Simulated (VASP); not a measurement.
A run of VASP 6.6.1 is set up as follows.

Contents of POSCAR:

```
Hf
1.0
   -1.8050000000      1.8050000000      1.8050000000
    1.8050000000     -1.8050000000      1.8050000000
    1.8050000000      1.8050000000     -1.8050000000
Hf
1
Direct
    0.0000000000      0.0000000000      0.0000000000
```

INCAR.step1

```
SYSTEM = Hf
PREC = Accurate
ENCUT = 520
ISMEAR = -1
SIGMA = 0.05
LREAL = .FALSE.
LASPH = .TRUE.
NELM = 80
NBANDS = 11
GGA = PE
ALGO = Normal
EDIFF = 1E-4
LWAVE = .TRUE.
LCHARG = .FALSE.
```

The input INCAR.step2:

```
SYSTEM = Hf
PREC = Accurate
ENCUT = 520
EDIFF = 1E-6
ISMEAR = -1
SIGMA = 0.05
LREAL = .FALSE.
LASPH = .TRUE.
NELM = 80
ALGO = Normal
ISIF = 2
LWAVE = .FALSE.
LCHARG = .FALSE.
METAGGA = R2SCAN
LMIXTAU = .TRUE.
NBANDS = 11
ISTART = 1
```

The input KPOINTS:

```
regular mesh
0
G
  10 10 10
  0 0 0
```

Potentials or basis: VASP PAW PBE potentials, release 64 (Hf_pv).

Launch:

```bash
$ cat potpaw_PBE.64/Hf_pv/POTCAR > POTCAR
$ cp INCAR.step1 INCAR
$ mpirun -np 1 vasp_std > vasp.out
$ cp INCAR.step2 INCAR
$ mpirun -np 1 vasp_std > vasp.out
```

Problem. Predict the pressure.

Solution. -6.0 GPa.

Problem. Predict the band gap on the k mesh.

Solution. Zero (band 5 reaches 5.85 eV, above the bottom of band 6 at 3.40 eV).

Caveat: the PAW data sets were made with another functional, which shifts forces and pressure a little; spin-orbit coupling is left out, which moves the levels of the heavy elements.
